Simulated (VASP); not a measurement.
# RbBr (P1) in VASP: relaxation of cell and atoms with PBE

Aim: the relaxation of cell and atoms of RbBr with PBE.

Program: VASP 6.6.1. These are calculated values, not measurements. Logs are shortened: lines on timing, memory, paths and dates and some standing lists are left out, and cuts for length are marked.

## Step 1: The cell of the first run

The typed cell holds 4 atoms: a = 4.398 Å, b = 4.852 Å, c = 8.216 Å, α = 87.65°, β = 89.76°, γ = 89.15°.

## Step 2: Relaxation of cell and atoms, PBE

Input file INCAR:

```
SYSTEM = RbBr
PREC = Accurate
ENCUT = 600
EDIFF = 1E-6
ISMEAR = 0
SIGMA = 0.1
LREAL = .FALSE.
LASPH = .TRUE.
NELM = 80
ALGO = Normal
ISIF = 3
LWAVE = .FALSE.
LCHARG = .FALSE.
GGA = PE
IBRION = 2
NSW = 80
EDIFFG = -0.025
```

Input file KPOINTS:

```
regular mesh
0
G
  4 4 2
  0 0 0
```

Input file POSCAR:

```
RbBr
1.0
    0.0325113046      0.0089072766      4.3977442240
    4.8506844972      0.0981867735      0.0356081989
    0.1700644804      8.2140825494      0.0168974502
Rb Br
2 2
Direct
    0.5042851249     -0.0101383839      0.3204534627
    0.5331762513      0.4664143408      0.8451829337
   -0.0475862135      0.5287631996      0.4893360164
    0.0101248373      0.0149608434      0.0116942539
```

Potentials or basis: VASP PAW PBE potentials, release 64 (Rb_sv, Br).

Started as:

```sh
> cat potpaw_PBE.64/Rb_sv/POTCAR potpaw_PBE.64/Br/POTCAR > POTCAR
> mpirun -np 1 vasp_std > vasp.out
```

OUTCAR:

```text
SYSTEM = RbBr
   PREC = Accurate
   ENCUT = 600
   EDIFF = 1E-6
   ISMEAR = 0
   LREAL = .FALSE.
   LASPH = .TRUE.
   NELM = 80
   ISIF = 3
   GGA = PE
   IBRION = 2
   NSW = 80
   EDIFFG = -0.025

 ion  position               nearest neighbor table
   1  0.504  0.990  0.320-   3 3.23   4 3.34   4 3.37   3 3.56   3 3.62   3 3.84   2 4.46   2 4.74
                             2 4.91   2 4.98
   2  0.533  0.466  0.845-   4 3.27   4 3.44   3 3.45   4 3.72   4 3.79   3 3.89   1 4.46   1 4.74
                             1 4.91   1 4.98
   3  0.952  0.529  0.489-   1 3.23   2 3.45   1 3.56   1 3.62   1 3.84   2 3.89
   4  0.010  0.015  0.012-   2 3.27   1 3.34   1 3.37   2 3.44   2 3.72   2 3.79

  LATTYP: Found a triclinic cell.
 ALAT       =     4.8518088047
 B/A-ratio  =     1.9310121286
 C/A-ratio  =     0.9064399677
 COS(alpha) =     0.0039357975
 COS(beta)  =     0.0147707242
 COS(gamma) =     0.4819593891

  Lattice vectors:

 A1 = (  -4.8506844972,  -0.0981867735,  -0.0356081989)
 A2 = (  -4.6806200168,   8.1158957759,  -0.0187107487)
 A3 = (  -0.0325113046,  -0.0089072766,  -4.3977442240)

Analysis of symmetry for initial positions (statically):
=====================================================================
 Subroutine PRICEL returns:
 Original cell was already a primitive cell.

 Routine SETGRP: Setting up the symmetry group for a
 triclinic supercell.

 Subroutine GETGRP returns: Found  1 space group operations
 (whereof  1 operations were pure point group operations)
 out of a pool of  2 trial point group operations.

The static configuration has the point symmetry C_1 .

Analysis of symmetry for dynamics (positions and initial velocities):
=====================================================================
 Subroutine PRICEL returns:
 Original cell was already a primitive cell.

 Routine SETGRP: Setting up the symmetry group for a
 triclinic supercell.

 Subroutine GETGRP returns: Found  1 space group operations
 (whereof  1 operations were pure point group operations)
 out of a pool of  2 trial point group operations.

The dynamic configuration has the point symmetry C_1 .

 Subroutine INISYM returns: Found  1 space group operations
 (whereof  1 operations are pure point group operations),
 and found     1 'primitive' translations

[... 94 lines left out ...]
   LREAL  =      F    real-space projection
   EDIFFG = -.3E-01   stopping-criterion for IOM
   NSW    =     80    number of steps for IOM
   IBRION =      2    ionic relax: 0-MD 1-quasi-New 2-CG
   NFREE  =      1    steps in history (QN), initial steepest desc. (CG)
   ISIF   =      3    stress and relaxation
   ISYM   =      2    0-nonsym 1-usesym 2-fastsym
   POTIM  = 0.5000    time-step for ionic-motion
   TEBEG  =    0.0;   TEEND  =   0.0 temperature during run
   PSTRESS=    0.0 pullay stress
   NELECT =      32.0000    total number of electrons
   NUPDOWN=      -1.0000    fix difference up-down
   EMIN   =  10.00;   EMAX   =-10.00  energy-range for DOS
   EFERMI =   0.00;   METHOD = LEGACY
   ISMEAR =     0;   SIGMA  =   0.10  broadening in eV -4-tet -1-fermi 0-gaus
   EFERMI_NEDOS =   21; number of points for ismear=-14 and -15
   IALGO  =     38    algorithm
   IMIX   =      4    mixing-type and parameters
     AMIX     =   0.40;   BMIX     =  1.00
     AMIX_MAG =   1.60;   BMIX_MAG =  1.00
  volume/ion in A,a.u.               =      43.78       295.48
  Fermi-wavevector in a.u.,A,eV,Ry     =   0.928959  1.755478 11.741348  0.862965
  Thomas-Fermi vector in A             =   2.055191
   LORBIT       =      0    0 simple, 1 ext, 2 COOP (PROOUT), +10 PAW based schemes
   GGA     = PE    functional components
   LHFCALC =     F    Hartree Fock is set to
   AEXX    =    0.0000 exact exchange contribution
   IVDW    =     0    specifies the selected vdW correction
   LEPSILON=     F    determine dielectric tensor
   LRPA    =     F    only Hartree local field effects (RPA)
 conjugate gradient relaxation of ions
 non-spin polarized calculation
 Gauss-broadening in eV      SIGMA  =   0.10
  energy-cutoff  :      600.00
  volume of cell :      175.14
 maximum number of plane-waves:      5880
   NGX = 17   NGY = 19   NGZ = 33

--------------------------------------- Ionic step        1  -------------------------------------------

 number of electron      32.0000000 magnetization

 Free energy of the ion-electron system (eV)
  ---------------------------------------------------
  ext. energy  EPLUGINS =         0.00000000
  ---------------------------------------------------
  free energy    TOTEN  =       -11.92368485 eV

  energy without entropy =      -11.92368485  energy(sigma->0) =      -11.92368485

------------------------ aborting loop because EDIFF is reached ----------------------------------------

  FORCE on cell =-STRESS in cart. coord.  units (eV):
  Direction    XX          YY          ZZ          XY          YZ          ZX
  --------------------------------------------------------------------------------------
  -------------------------------------------------------------------------------------
  Total        0.2242318      0.5395839      0.4550587     -0.6821088      0.2477319     -0.4593738
  in kB        2.0512707      4.9361085      4.1628728     -6.2399243      2.2662490     -4.2023468
  external PRESSURE =       3.7167507 kB  Pullay stress =       0.0000000 kB
[... 95 lines left out ...]
  FREE ENERGIE OF THE ION-ELECTRON SYSTEM (eV)
  ---------------------------------------------------
  free  energy   TOTEN  =       -11.9918907330 eV

  energy  without entropy=      -11.9918907330  energy(sigma->0) =      -11.99189073

[... ionic steps 4 to 14 ...]

--------------------------------------- Ionic step       15  -------------------------------------------

 number of electron      31.9999998 magnetization

------------------------ aborting loop because EDIFF is reached ----------------------------------------
[... 71 lines left out ...]
--------------------------------------- Ionic step       17  -------------------------------------------

 number of electron      31.9999999 magnetization

 Free energy of the ion-electron system (eV)
  ---------------------------------------------------
  ext. energy  EPLUGINS =         0.00000000
  ---------------------------------------------------
  free energy    TOTEN  =       -12.05511834 eV

  energy without entropy =      -12.05511834  energy(sigma->0) =      -12.05511834

 E-fermi :  -1.3002     XC(G=0):  -6.9301

 val. band max:       -1.8190373119   @ k =   0.0000   0.0000   0.0000
 cond. band min:       2.1121415856   @ k =   0.0000   0.0000   0.0000
 fundamental gap:      3.9311788975
 Fermi energy:        -1.3002176416

 k-point     1 :       0.0000    0.0000    0.0000
  band No.  band energies     occupation
      1     -26.7001      2.00000
      2     -26.6930      2.00000
      3     -14.0821      2.00000
      4     -14.0663      2.00000
      5     -10.8096      2.00000
      6     -10.7879      2.00000
[... 480 lines left out ...]
  FREE ENERGIE OF THE ION-ELECTRON SYSTEM (eV)
  ---------------------------------------------------
  free  energy   TOTEN  =       -12.0551183409 eV

  energy  without entropy=      -12.0551183409  energy(sigma->0) =      -12.05511834

 reached required accuracy - stopping structural energy minimisation
```

OSZICAR:

```text
N       E                     dE             d eps       ncg     rms          rms(c)
DAV:   1     0.230797988165E+03    0.23080E+03   -0.14230E+04   800   0.148E+03
DAV:   2     0.719363820683E+01   -0.22360E+03   -0.21716E+03  1192   0.261E+02
DAV:   3    -0.120626558692E+02   -0.19256E+02   -0.19223E+02  1200   0.813E+01
[... 163 lines left out ...]
DAV:   3    -0.120552865339E+02    0.33861E-02   -0.88595E-03   896   0.508E-01    0.107E-01
DAV:   4    -0.120551141445E+02    0.17239E-03   -0.94582E-04  1104   0.148E-01    0.482E-02
DAV:   5    -0.120551183148E+02   -0.41704E-05   -0.56592E-05  1476   0.397E-02    0.237E-02
DAV:   6    -0.120551190599E+02   -0.74507E-06   -0.15119E-05  1132   0.286E-02    0.849E-03
DAV:   7    -0.120551183409E+02    0.71898E-06   -0.11782E-06   600   0.826E-03
  17 F= -.12055118E+02 E0= -.12055118E+02  d E =-.630332E-03
```

CONTCAR:

```text
RbBr
   1.00000000000000
    -0.0087619505757577    0.0040981534599769    4.3757008523042478
     4.7841112199084304   -0.0089375422232925   -0.0079889443696723
    -0.0091330193933426    8.3020064371700126   -0.0019204183565025
  Rb              Br
     2     2
Direct
     0.4950631614948526    0.0051019296055594    0.3336192936983488
     0.5040301882556827    0.4966938863045591    0.8338453751323190
     0.9971906275627295    0.5031415790151897    0.4997427514925374
     0.0037160226867357    0.9950626049746896    0.9994592463767975

  0.00000000E+00  0.00000000E+00  0.00000000E+00
  0.00000000E+00  0.00000000E+00  0.00000000E+00
  0.00000000E+00  0.00000000E+00  0.00000000E+00
  0.00000000E+00  0.00000000E+00  0.00000000E+00
```

Run time: 5.5 min. Hardware: 1 thread of Intel Xeon 6975P-C (Granite Rapids), shared host; peak memory 0.35 GiB.

Results:

```yaml
Free_energy: -12.0551 eV
Relaxed_volume: 43.45 Å³/atom
Relaxed_cell: a = 4.376 Å, b = 4.784 Å, c = 8.302 Å, α = 90.17°, β = 89.96°, γ = 90.21°
Space_group_after_relaxing_to_0.1_Å: P2_1 (No. 4)
Energy_gained_by_relaxing: 32.9 meV/atom
Ionic_steps: 17
Pressure_after_relaxing: -0.1 GPa
Largest_force_after_relaxing: 0.021 eV/Å
Band_gap_on_the_k_mesh: 3.93 eV
```

Forces on the atoms (eV/Å):
```
Rb  -0.015 -0.004  0.015
Rb  -0.004 -0.008 -0.008
Br   0.005  0.004  0.003
Br   0.013  0.009 -0.010
```

The path:
```tsv
step	energy change (eV)	largest force (eV/Å)	pressure (GPa)	volume (Å³)
1	0.0000	0.3570	0.37	175.14
2	-0.0375	0.2723	0.06	177.71
3	-0.0682	0.1787	-0.35	182.14
4	-0.0709	0.1551	-0.45	183.58
5	-0.0895	0.1302	-0.28	179.67
6	-0.1047	0.1249	0.11	172.84
7	-0.1048	0.1254	0.15	172.30
8	-0.1122	0.1099	0.11	172.42
9	-0.1203	0.0576	0.05	172.75
10	-0.1205	0.0603	0.05	172.71
11	-0.1247	0.0477	-0.03	173.80
12	-0.1264	0.0401	-0.14	175.27
13	-0.1283	0.0417	0.03	172.72
14	-0.1283	0.0404	0.01	172.96
15	-0.1297	0.0339	0.02	172.72
16	-0.1308	0.0285	0.06	172.20
17	-0.1314	0.0215	-0.06	173.79
```

Final structure:
```xyz
4
Lattice="-0.0088 0.0041 4.3757 4.7841 -0.0089 -0.0080 -0.0091 8.3020 -0.0019" Properties=species:S:1:pos:R:3 pbc="T T T"
Rb    0.0170    2.7717    2.1656
Rb    2.3642    6.9202    2.1999
Br    2.3938    4.1485    4.3584
Br    4.7513    8.2886    0.0064
```
